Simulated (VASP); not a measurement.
# PbS (I4mm) in VASP: a series of runs

Runs on PbS. Level: LDA. Tasks: single point.

All numbers are computed with VASP 6.6.1; they aren't measurements. Logs are shortened: lines on timing, memory, paths and dates and some standing lists are left out, and cuts for length are marked.

**1. The cell of the first run**

Symmetry: I4mm, No. 107, tetragonal system. The conventional cell has a = 4.193 Å, b = 4.193 Å, c = 5.930 Å, α = 90.00°, β = 90.00°, γ = 90.00°. Within 3.3 Å of Pb (site symmetry 4mm) lie 5 S at 2.53 to 3.00 Å. Within 3.3 Å of S (site symmetry 4mm) lie 5 Pb at 2.53 to 3.00 Å.

**2. Single point, LDA (all S atoms moved +0.438 Å, as atom 2 along Cartesian [0 0 1])**

INCAR reads:

```
ALGO = Normal ; EDIFF = 1E-6
ENCUT = 520 ; ISIF = 2
ISMEAR = 0 ; LASPH = True
LCHARG = True ; LELF = True
LREAL = False ; LVHAR = True
LWAVE = False ; NBANDS = 17
NELM = 80 ; PREC = Accurate
SIGMA = 0.03
```

KPOINTS reads:

```
k-points
0
Gamma
  10 10 10
```

POSCAR reads:

```
PbS
1.0
    0.0000000000      2.9650000000      2.9650000000
    2.9650000000      0.0000000000      2.9650000000
    2.9650000000      2.9650000000      0.0000000000
Pb S
1 1
Direct
    0.0000000000      0.0000000000      0.0000000000
    0.5737774030      0.5737774030      0.4262225970
```

Potentials or basis: VASP PAW LDA potentials, release 64 (Pb_d, S).

Command:

```bash
cat potpaw_LDA.64/Pb_d/POTCAR potpaw_LDA.64/S/POTCAR > POTCAR
mpirun -np 1 vasp_std > vasp.out
```

OUTCAR:

```text
EDIFF = 1E-6
   ENCUT = 520
   ISIF = 2
   ISMEAR = 0
   LASPH = True
   LREAL = False
   NELM = 80
   PREC = Accurate

 ion  position               nearest neighbor table
   1  0.000  0.000  0.000-   2 2.53   2 3.00   2 3.00   2 3.00   2 3.00   2 3.40
   2  0.574  0.574  0.426-   1 2.53   1 3.00   1 3.00   1 3.00   1 3.00   1 3.40

  LATTYP: Found a face centered cubic cell.
 ALAT       =     5.9300000000

  Lattice vectors:

 A1 = (   0.0000000000,   2.9650000000,   2.9650000000)
 A2 = (   2.9650000000,   0.0000000000,   2.9650000000)
 A3 = (   2.9650000000,   2.9650000000,   0.0000000000)

Analysis of symmetry for initial positions (statically):
=====================================================================
 Subroutine PRICEL returns:
 Original cell was already a primitive cell.

 Routine SETGRP: Setting up the symmetry group for a
 face centered cubic supercell.

 Subroutine GETGRP returns: Found  8 space group operations
 (whereof  8 operations were pure point group operations)
 out of a pool of 48 trial point group operations.

The static configuration has the point symmetry C_4v.

Analysis of symmetry for dynamics (positions and initial velocities):
=====================================================================
 Subroutine PRICEL returns:
 Original cell was already a primitive cell.

 Routine SETGRP: Setting up the symmetry group for a
 face centered cubic supercell.

 Subroutine GETGRP returns: Found  8 space group operations
 (whereof  8 operations were pure point group operations)
 out of a pool of 48 trial point group operations.

The dynamic configuration has the point symmetry C_4v.

 Subroutine INISYM returns: Found  8 space group operations
 (whereof  8 operations are pure point group operations),
 and found     1 'primitive' translations

----------------------------------------------------------------------------------------

                                     Primitive cell

  volume of cell :      52.1320

  direct lattice vectors                    reciprocal lattice vectors
     0.000000000  2.965000000  2.965000000    -0.168634064  0.168634064  0.168634064
     2.965000000  0.000000000  2.965000000     0.168634064 -0.168634064  0.168634064
     2.965000000  2.965000000  0.000000000     0.168634064  0.168634064 -0.168634064

  length of vectors
[... 72 lines left out ...]
 SYSTEM =  unknown system
   PREC   = accura    normal or accurate (medium, high low for compatibility)
   ISTART =      0    job   : 0-new  1-cont  2-samecut
   ICHARG =      2    charge: 1-file 2-atom 10-const
   ISPIN  =      1    spin polarized calculation?
   LNONCOLLINEAR =      F non collinear calculations
   LSORBIT =      F    spin-orbit coupling
   LASPH  =      T    aspherical Exc in radial PAW
   ENCUT  =  520.0 eV  38.22 Ry    6.18 a.u.   7.80  7.80  7.80*2*pi/ulx,y,z
   NELM   =     80;   NELMIN=  2; NELMDL= -5     # of ELM steps
   EDIFF  = 0.1E-05   stopping-criterion for ELM
   LREAL  =      F    real-space projection
   EDIFFG = 0.1E-04   stopping-criterion for IOM
   NSW    =      0    number of steps for IOM
   IBRION =     -1    ionic relax: 0-MD 1-quasi-New 2-CG
   NFREE  =      0    steps in history (QN), initial steepest desc. (CG)
   ISIF   =      2    stress and relaxation
   ISYM   =      2    0-nonsym 1-usesym 2-fastsym
   POTIM  = 0.5000    time-step for ionic-motion
   TEBEG  =    0.0;   TEEND  =   0.0 temperature during run
   PSTRESS=    0.0 pullay stress
   NELECT =      20.0000    total number of electrons
   NUPDOWN=      -1.0000    fix difference up-down
   EMIN   =  10.00;   EMAX   =-10.00  energy-range for DOS
   EFERMI =   0.00;   METHOD = LEGACY
   ISMEAR =     0;   SIGMA  =   0.03  broadening in eV -4-tet -1-fermi 0-gaus
   EFERMI_NEDOS =   21; number of points for ismear=-14 and -15
   IALGO  =     38    algorithm
   IMIX   =      4    mixing-type and parameters
     AMIX     =   0.40;   BMIX     =  1.00
     AMIX_MAG =   1.60;   BMIX_MAG =  1.00
  volume/ion in A,a.u.               =      26.07       175.90
  Fermi-wavevector in a.u.,A,eV,Ry     =   1.189552  2.247928 19.252709  1.415034
  Thomas-Fermi vector in A             =   2.325657
   LORBIT       =      0    0 simple, 1 ext, 2 COOP (PROOUT), +10 PAW based schemes
   GGA     = CA    functional components
   LHFCALC =     F    Hartree Fock is set to
   AEXX    =    0.0000 exact exchange contribution
   IVDW    =     0    specifies the selected vdW correction
   LEPSILON=     F    determine dielectric tensor
   LRPA    =     F    only Hartree local field effects (RPA)
 non-spin polarized calculation
 Gauss-broadening in eV      SIGMA  =   0.03
  energy-cutoff  :      520.00
  volume of cell :       52.13
 maximum number of plane-waves:      1422
   NGX = 15   NGY = 15   NGZ = 15

 number of electron      19.9999999 magnetization

 Free energy of the ion-electron system (eV)
  ---------------------------------------------------
  ext. energy  EPLUGINS =         0.00000000
  ---------------------------------------------------
  free energy    TOTEN  =        -9.84903329 eV

  energy without entropy =       -9.84903329  energy(sigma->0) =       -9.84903329

 E-fermi :   5.2498     XC(G=0):  -9.9985

 val. band max:        5.1257412854   @ k =  -0.4000   0.1000   0.0000
 cond. band min:       6.4311116511   @ k =   0.5000   0.0000   0.0000
 fundamental gap:      1.3053703657
 Fermi energy:         5.2498253004

 k-point     1 :       0.0000    0.0000    0.0000
  band No.  band energies     occupation
      1     -11.1738      2.00000
      2     -11.1319      2.00000
      3     -11.1200      2.00000
      4     -11.1068      2.00000
      5     -11.1068      2.00000
      6      -8.2005      2.00000
[... 457 lines left out ...]
      4     -11.1024      2.00000
      5     -11.0922      2.00000
      6      -7.9646      2.00000
[... 9 lines left out ...]
     16      13.4636      0.00000
     17      14.9796      0.00000

 [... further k-points ...]
[... 5 lines left out ...]
  --------------------------------------------------------------------------------------
  -------------------------------------------------------------------------------------
  Total       -0.6528753     -0.6528753      2.1786125      0.0000000      0.0000000      0.0000000
  in kB      -20.0648874    -20.0648874     66.9555359      0.0000000      0.0000000      0.0000000
  external PRESSURE =       8.9419204 kB  Pullay stress =       0.0000000 kB

 VOLUME and BASIS-vectors are now :
 -----------------------------------------------------------------------------
  energy-cutoff  :      520.00
  volume of cell :       52.13
      direct lattice vectors                 reciprocal lattice vectors
     0.000000000  2.965000000  2.965000000    -0.168634064  0.168634064  0.168634064
     2.965000000  0.000000000  2.965000000     0.168634064 -0.168634064  0.168634064
     2.965000000  2.965000000  0.000000000     0.168634064  0.168634064 -0.168634064

 POSITION                                       TOTAL-FORCE (eV/Angst)
 -----------------------------------------------------------------------------------
      0.00000      0.00000      0.00000         0.000000      0.000000      1.106693
      2.96500      2.96500      3.40250         0.000000      0.000000     -1.106693
 -----------------------------------------------------------------------------------
    total drift:                                0.000000      0.000000      0.000069

  FREE ENERGIE OF THE ION-ELECTRON SYSTEM (eV)
  ---------------------------------------------------
  free  energy   TOTEN  =        -9.8490332885 eV

  energy  without entropy=       -9.8490332885  energy(sigma->0) =       -9.84903329
```

OSZICAR:

```text
N       E                     dE             d eps       ncg     rms          rms(c)
DAV:   1     0.160233927813E+03    0.16023E+03   -0.97515E+03  3493   0.124E+03
DAV:   2     0.232890112792E+01   -0.15791E+03   -0.15211E+03  3664   0.317E+02
DAV:   3    -0.995683252072E+01   -0.12286E+02   -0.12192E+02  4464   0.939E+01
DAV:   4    -0.102715345782E+02   -0.31470E+00   -0.31442E+00  4469   0.164E+01
DAV:   5    -0.102830330976E+02   -0.11499E-01   -0.11497E-01  5128   0.308E+00    0.527E+00
DAV:   6    -0.986171190916E+01    0.42132E+00   -0.11922E+00  5433   0.841E+00    0.365E+00
DAV:   7    -0.985303834514E+01    0.86736E-02   -0.12552E-01  4375   0.193E+00    0.186E+00
DAV:   8    -0.984939612414E+01    0.36422E-02   -0.12761E-02  4642   0.108E+00    0.138E-01
DAV:   9    -0.984901750355E+01    0.37862E-03   -0.21990E-03  5684   0.372E-01    0.948E-02
DAV:  10    -0.984903284523E+01   -0.15342E-04   -0.19769E-04  4103   0.963E-02    0.351E-02
DAV:  11    -0.984903341365E+01   -0.56843E-06   -0.30467E-05  4781   0.488E-02    0.324E-02
DAV:  12    -0.984903328853E+01    0.12512E-06   -0.13375E-06  3420   0.834E-03
   1 F= -.98490333E+01 E0= -.98490333E+01  d E =-.506678E-11
```

Run time: 47 s. Hardware: 1 thread of Intel Xeon 6975P-C (Granite Rapids), shared host; peak memory 0.21 GiB.

Results:

| Item | Value |
| --- | --- |
| Free energy | -9.8490 eV |
| Pressure | 0.9 GPa |
| Largest force | 1.107 eV/Å |
| Band gap on the k mesh | 1.31 eV, indirect (least direct gap 1.34 eV) |

Forces on the atoms (eV/Å):
```
Pb   0.000  0.000  1.107
S    0.000  0.000 -1.107
```

Levels at points of the mesh, in eV from the valence-band top:
| k point | band 6 | band 7 | band 8 | band 9 | band 10 | band 11 | band 12 | band 13 | band 14 | band 15 |
| --- | --- | --- | --- | --- | --- | --- | --- | --- | --- | --- |
| (0.00, 0.00, 0.00) | -13.33 | -5.44 | -2.01 | -1.60 | -1.60 | 4.53 | 4.53 | 5.88 | 7.05 | 8.10 |
| (0.50, 0.00, 0.00) | -12.05 | -8.33 | -1.87 | -1.45 | -0.03 | 1.31 | 2.46 | 3.16 | 8.50 | 10.56 |
| (0.50, 0.50, 0.00) | -11.40 | -7.74 | -3.85 | -3.06 | -3.06 | 4.20 | 6.13 | 6.13 | 6.25 | 11.36 |
| (0.00, 0.50, 0.50) | -11.67 | -6.77 | -4.82 | -2.92 | -2.82 | 3.00 | 5.89 | 6.65 | 7.13 | 11.29 |

Caveat: the cell differs from its parent crystal (all S atoms moved +0.438 Å, as atom 2 along Cartesian [0 0 1]); spin-orbit coupling is left out, which moves the levels of the heavy elements; forces of over 1 eV/Å act on the atoms, so gaps and moduli don't describe the material at rest.

**3. Single point, LDA (all S atoms moved +0.312 Å, as atom 2 along Cartesian [0 0 1])**

INCAR reads:

```
PREC = Accurate
ENCUT = 520
EDIFF = 1E-7
ISMEAR = 0
SIGMA = 0.03
LREAL = F
LASPH = T
NELM = 100
ALGO = Normal
ISIF = 2
LWAVE = F
LCHARG = T
GGA = CA
LELF = T
LVHAR = T
NBANDS = 17
```

KPOINTS reads:

```
Automatic mesh
0
Gamma
  10 10 10
```

Edit POSCAR of step 2 so:

```diff
@@ -9,2 +9,2 @@
     0.0000000000      0.0000000000      0.0000000000
-    0.5737774030      0.5737774030      0.4262225970
+    0.5526981450      0.5526981450      0.4473018550
```

Potentials or basis: VASP PAW LDA potentials, release 64 (Pb_d, S).

Command:

```bash
cat potpaw_LDA.64/Pb_d/POTCAR potpaw_LDA.64/S/POTCAR > POTCAR
mpirun -np 1 vasp_std > vasp.out
```

It took 51 s on 1 thread of Intel Xeon 6975P-C (Granite Rapids), shared host; peak memory 0.21 GiB.

The run converged. Its results:

```
Free energy            : -9.9419 eV
Pressure               : -0.9 GPa
Largest force          : 0.447 eV/Å
Band gap on the k mesh : 0.96 eV, direct
```

Forces on the atoms (eV/Å):
```
Pb   0.000  0.000  0.447
S    0.000  0.000 -0.447
```

Stress tensor (GPa, compression positive):
```
-2.27  0.00  0.00
 0.00 -2.27  0.00
 0.00  0.00  1.81
```

Levels at points of the mesh, in eV from the valence-band top:
```csv
k point,band 6,band 7,band 8,band 9,band 10,band 11,band 12,band 13,band 14,band 15
"(0.00, 0.00, 0.00)",-13.35,-5.65,-1.99,-1.77,-1.77,4.80,4.80,5.58,6.95,7.59
"(0.50, 0.00, 0.00)",-12.07,-8.52,-1.76,-1.50,0.00,0.96,2.26,2.64,8.57,10.43
"(0.50, 0.50, 0.00)",-11.51,-7.50,-4.37,-3.16,-3.16,4.07,5.95,5.95,5.97,11.36
"(0.00, 0.50, 0.50)",-11.66,-6.92,-4.93,-3.10,-3.03,3.35,5.78,6.22,6.58,11.35
```

Caveat: the cell differs from its parent crystal (all S atoms moved +0.312 Å, as atom 2 along Cartesian [0 0 1]); spin-orbit coupling is left out, which moves the levels of the heavy elements. A k mesh can miss the band edges.

(Part 1 of 2 ends here.)
